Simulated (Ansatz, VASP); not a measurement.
**Ta2N in VASP and in Ansatz**

```
CELL_PARAMETERS angstrom
3.07826 -0.16161 0.00000
-1.67909 2.74666 0.00000
0.00000 0.00000 4.82393
ATOMIC_POSITIONS crystal
Ta 0.66667 0.33333 0.74637
Ta 0.33333 0.66667 0.25363
N 0.00000 0.00000 0.00000
```

Change from the starting cell: engineering shear strain xy -0.1050, normal strain along z +0.0000.

Alike in both runs: task single point; functional PBEsol; k mesh 15 × 15 × 8; occupations gaussian, width 0.15 eV; no spin polarisation.

|  | VASP | Ansatz |
| --- | --- | --- |
| version | VASP 6.6.1 | Ansatz 0.2.0 |
| potentials or method | VASP PAW PBE potentials, release 64 (Ta_pv, N), cutoff 520 eV | scalar-relativistic, plane waves, PAW |
| valence electrons in the cell | 27 | 31 |

```csv
,VASP,Ansatz,Ansatz less VASP
gap on the k mesh at the Fermi level (eV),none,none,-
pressure (GPa),3.5,2.9,-0.63
"traceless stress, the component that is largest in VASP (GPa)",16.46,16.38,-0.078
rms of the force components (eV/Å),0.176,0.151,-0.0249
```

VASP's potentials were made for PBE, not for PBEsol, and Ansatz warns of the same on its side. Atom by atom the forces differ by 0.026 eV/Å (rms over components). A gap of «none» marks a metal or a gap that the smearing closes. The functional is the same, so the differences come from potentials, cutoffs and numerics. VASP's potentials hold 27 valence electrons a cell and Ansatz's 31, so a difference there can come from the potentials and not from the codes.

Spin-orbit coupling is off throughout.
